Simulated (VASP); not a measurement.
# W5F in VASP: further runs, part 2 of 2

VASP 6.6.1. The steps go on from the part before.

### Step 4. Single point, PBEsol

INCAR

```
SYSTEM = W5F
  PREC = Accurate
  ENCUT = 520
  EDIFF = 1E-6
  ISMEAR = 0
  SIGMA = 0.1
  LREAL = .FALSE.
  LASPH = .TRUE.
  NELM = 100
  ALGO = Normal
  ISIF = 2
  LWAVE = .FALSE.
  LCHARG = .FALSE.
  LDIPOL = .TRUE.
  IDIPOL = 3
  DIPOL = 0.5 0.5 0.504
  GGA = PS
  NBANDS = 48
```

KPOINTS

```
Automatic mesh
0
G
  9 9 1
  0 0 0
```

POSCAR

```
W5F
1.0
    3.1543602768      0.0000000000      0.0000000000
    0.0000000000      3.1543602768      0.0000000000
    0.0000000000      0.0000000000     25.3087205537
W F
5 1
Direct
    0.5000000000      0.5000000000      0.3358526158
    0.0000000000      0.0000000000      0.3981702717
    0.5000000000      0.5000000000      0.4591284181
    0.0000000000      0.0000000000      0.5233039978
    0.5000000000      0.5000000000      0.5784891153
    0.5000000000      0.5000000000      0.7306858379
```

Potentials or basis: VASP PAW PBE potentials, release 64 (W_sv, F).

Run with:

```bash
> cat potpaw_PBE.64/W_sv/POTCAR potpaw_PBE.64/F/POTCAR > POTCAR
> mpirun -np 1 vasp_std > vasp.out
```

OUTCAR:

```text
SYSTEM = W5F
   PREC = Accurate
   ENCUT = 520
   EDIFF = 1E-6
   ISMEAR = 0
   LREAL = .FALSE.
   LASPH = .TRUE.
   NELM = 100
   ISIF = 2
   GGA = PS

 ion  position               nearest neighbor table
   1  0.500  0.500  0.336-   2 2.73   2 2.73   2 2.73   2 2.73   3 3.12
   2  0.000  0.000  0.398-   3 2.71   3 2.71   3 2.71   3 2.71   1 2.73   1 2.73   1 2.73   1 2.73
                             4 3.17
   3  0.500  0.500  0.459-   2 2.71   2 2.71   2 2.71   2 2.71   4 2.76   4 2.76   4 2.76   4 2.76
                             5 3.02   1 3.12
   4  0.000  0.000  0.523-   5 2.63   5 2.63   5 2.63   5 2.63   3 2.76   3 2.76   3 2.76   3 2.76
                             2 3.17
   5  0.500  0.500  0.578-   4 2.63   4 2.63   4 2.63   4 2.63   3 3.02
   6  0.500  0.500  0.731-

  LATTYP: Found a simple tetragonal cell.
 ALAT       =     3.1543602768
 C/A-ratio  =     8.0234083405

  Lattice vectors:

 A1 = (   3.1543602768,   0.0000000000,   0.0000000000)
 A2 = (   0.0000000000,   3.1543602768,   0.0000000000)
 A3 = (   0.0000000000,   0.0000000000,  25.3087205537)

Analysis of symmetry for initial positions (statically):
[... 184 lines left out ...]
  band No.  band energies     occupation
      1     -75.3634      2.00000
      2     -75.2955      2.00000
      3     -75.2005      2.00000
      4     -75.0689      2.00000
      5     -74.9723      2.00000
      6     -39.8028      2.00000
[... 754 lines left out ...]
     47       1.9048      0.00000
     48       2.1024      0.00000

------------------------ aborting loop because EDIFF is reached ----------------------------------------

 vacuum level on the upper side and lower side of the slab       (xc-potential included)         3.148        -3.360

  FORCE on cell =-STRESS in cart. coord.  units (eV):
  Direction    XX          YY          ZZ          XY          YZ          ZX
  --------------------------------------------------------------------------------------
  -------------------------------------------------------------------------------------
  Total       -6.4234281     -6.4234281     -4.4735239      0.0000000     -0.0000000      0.0000000
  in kB      -40.8681212    -40.8681212    -28.4621407      0.0000000     -0.0000000      0.0000000
  external PRESSURE =     -36.7327944 kB  Pullay stress =       0.0000000 kB

 VOLUME and BASIS-vectors are now :
 -----------------------------------------------------------------------------
  energy-cutoff  :      520.00
  volume of cell :      251.82
      direct lattice vectors                 reciprocal lattice vectors
     3.154360277  0.000000000  0.000000000     0.317021492  0.000000000  0.000000000
     0.000000000  3.154360277  0.000000000     0.000000000  0.317021492  0.000000000
     0.000000000  0.000000000 25.308720554     0.000000000  0.000000000  0.039512072

 POSITION                                       TOTAL-FORCE (eV/Angst)
 -----------------------------------------------------------------------------------
      1.57718      1.57718      8.50000         0.000000      0.000000      1.411472
      0.00000      0.00000     10.07718        -0.000000     -0.000000     -1.450116
      1.57718      1.57718     11.61995         0.000000     -0.000000     -0.005531
      0.00000      0.00000     13.24415         0.000000     -0.000000     -0.131943
      1.57718      1.57718     14.64082        -0.000000     -0.000000      0.841485
      1.57718      1.57718     18.49272         0.000000      0.000000     -0.665367
 -----------------------------------------------------------------------------------
    total drift:                               -0.000000     -0.000000     -0.000258

  FREE ENERGIE OF THE ION-ELECTRON SYSTEM (eV)
  ---------------------------------------------------
  free  energy   TOTEN  =       -64.5808742496 eV

  energy  without entropy=      -64.5060482674  energy(sigma->0) =      -64.54346126

 vacuum level on the upper side and lower side of the slab         9.650         3.004
```

OSZICAR:

```text
N       E                     dE             d eps       ncg     rms          rms(c)
DAV:   1     0.929256115214E+03    0.92926E+03   -0.47568E+04  1776   0.152E+03
DAV:   2    -0.278632185685E+02   -0.95712E+03   -0.93660E+03  1672   0.480E+02
DAV:   3    -0.722231218777E+02   -0.44360E+02   -0.42776E+02  1752   0.103E+02
[... 13 lines left out ...]
DAV:  72    -0.645808721215E+02    0.32678E-05   -0.73116E-07   944   0.497E-03    0.214E-02
DAV:  73    -0.645808710814E+02    0.10400E-05   -0.12514E-06  1136   0.582E-03    0.138E-02
DAV:  74    -0.645808727822E+02   -0.17008E-05   -0.68959E-07  1048   0.405E-03    0.695E-03
DAV:  75    -0.645808738356E+02   -0.10534E-05   -0.21352E-07   872   0.226E-03    0.528E-03
DAV:  76    -0.645808742496E+02   -0.41406E-06   -0.23519E-07  1016   0.253E-03
   1 F= -.64580874E+02 E0= -.64543461E+02  d E =-.748260E-01
```

Wall time 6.6 min (1 thread of Intel Xeon 6975P-C (Granite Rapids), shared host); peak memory 0.39 GiB.

Results:

```yaml
Free_energy: -64.5809 eV
Largest_force: 1.450 eV/Å
Band_gap_on_the_k_mesh: zero (an odd number of electrons rules out a gap without spin polarisation)
```

Forces in eV/Å, atoms in the order of the input:
```
W    0.000  0.000  1.411
W    0.000  0.000 -1.450
W    0.000  0.000 -0.006
W    0.000  0.000 -0.132
W    0.000  0.000  0.841
F    0.000  0.000 -0.665
```

Caveat: the PAW data sets were made with another functional, which shifts forces and pressure a little; spin-orbit coupling is left out, which moves the levels of the heavy elements; an odd number of electrons without spin polarisation forces a metal; a magnetic or distorted state may lie lower.

### Step 5. Relaxation of the atoms, PBEsol

INCAR

```
ALGO     = Fast           # electronic algorithm
DIPOL    = 0.5 0.5 0.484
EDIFF    = 1E-6           # SCF threshold, eV
EDIFFG   = -0.02          # ionic threshold
ENCUT    = 520            # plane-wave cutoff, eV
GGA      = PS             # functional
IBRION   = 2              # ionic algorithm
IDIPOL   = 3            
ISIF     = 2              # what is computed and relaxed
ISMEAR   = 0              # smearing method
LASPH    = T              # aspherical terms in the spheres
LCHARG   = F              # write CHGCAR
LDIPOL   = T            
LREAL    = F              # projectors in reciprocal space
LWAVE    = F              # write WAVECAR
NELM     = 60             # most SCF steps
NSW      = 45             # ionic steps
PREC     = Accurate       # precision mode
SIGMA    = 0.1            # smearing width, eV
```

KPOINTS

```
k-points
0
Gamma
  9 9 1
```

POSCAR

```
W5F
1.0
    3.1543602768      0.0000000000      0.0000000000
    0.0000000000      3.1543602768      0.0000000000
    0.0000000000      0.0000000000     25.3087205537
W F
5 1
Selective dynamics
Direct
    0.5000000000      0.5000000000      0.3358526158  F F F
    0.0000000000      0.0000000000      0.3981702717  F F F
    0.5000000000      0.5000000000      0.4591284181  F F F
    0.0000000000      0.0000000000      0.5233039978  F F F
    0.5000000000      0.5000000000      0.5784891153  F F F
    1.0000000000      1.0000000000      0.6100987733  F F T
```

Run with:

```bash
> cat potpaw_PBE.64/W_sv/POTCAR potpaw_PBE.64/F/POTCAR > POTCAR
> mpirun -np 1 vasp_std > vasp.out
```

Wall time 25 min (1 thread of Oxide Virtual Turin-like, shared host); peak memory 0.38 GiB.

The run converged. Its results:

- Free energy: -68.3944 eV
- Energy gained by relaxing: 192.9 meV/atom
- Ionic steps: 7
- Band gap on the k mesh: zero (an odd number of electrons rules out a gap without spin polarisation)

Step by step:
```csv
step,energy change (eV),largest force on free atoms (eV/Å),pressure (GPa)
1,0.0000,3.4639,0.01
2,-0.5178,2.7368,-1.07
3,-1.1462,0.3832,-3.54
4,-1.1575,0.0210,-3.31
5,-1.1573,0.0603,-3.36
6,-1.1575,0.0314,-3.34
7,-1.1575,0.0012,-3.32
```

Final structure:
```yaml
crystal:
  lattice:
    - [3.15436, 0.00000, 0.00000]
    - [0.00000, 3.15436, 0.00000]
    - [0.00000, 0.00000, 25.30872]
  atoms:
    - { symbol: W, position: [0.50000, 0.50000, 0.33585] }
    - { symbol: W, position: [0.00000, 0.00000, 0.39817] }
    - { symbol: W, position: [0.50000, 0.50000, 0.45913] }
    - { symbol: W, position: [0.00000, 0.00000, 0.52330] }
    - { symbol: W, position: [0.50000, 0.50000, 0.57849] }
    - { symbol: F, position: [0.00000, 0.00000, 0.63419] }
```

Levels at points of the mesh, in eV from the Fermi level:
```tsv
k point	band 36	band 37	band 38	band 39	band 40	band 41	band 42	band 43
(0.00, 0.00, 0.00)	-0.76	-0.76	-0.27	-0.18	-0.11	0.02	0.02	1.43
```

Caveat: the PAW data sets were made with another functional, which shifts forces and pressure a little; spin-orbit coupling is left out, which moves the levels of the heavy elements; an odd number of electrons without spin polarisation forces a metal; a magnetic or distorted state may lie lower.

### Step 6. Summary

| task | cell | atoms held fixed (from 0) | gap on the mesh (eV) | largest force (eV/Å) |
| --- | --- | --- | --- | --- |
| single point | as given, atomic positions A | - | none | 5.08 |
| single point | as given, atomic positions B | - | none | 87.53 |
| single point | as given, atomic positions C | - | none | 1.45 |
| relaxation of the atoms | atoms relaxed, atomic positions D | [0, 1, 2, 3, 4, 5] | none | - |

Alike in all rows: level PBEsol; potentials or basis VASP PAW PBE potentials, release 64 (W_sv, F); no spin polarisation; k mesh 9 × 9 × 1; cutoff (eV) 520; smearing gaussian 0.1 eV.

Caveats: the PAW data sets were made with another functional, which shifts forces and pressure a little; spin-orbit coupling is left out, which moves the levels of the heavy elements; an odd number of electrons without spin polarisation forces a metal; a magnetic or distorted state may lie lower; atoms lie so close that the PAW spheres overlap strongly, which falsifies energies and pressures (at least some runs).

Total energies depend on the potentials used, so only differences within one code and one set of settings carry meaning.
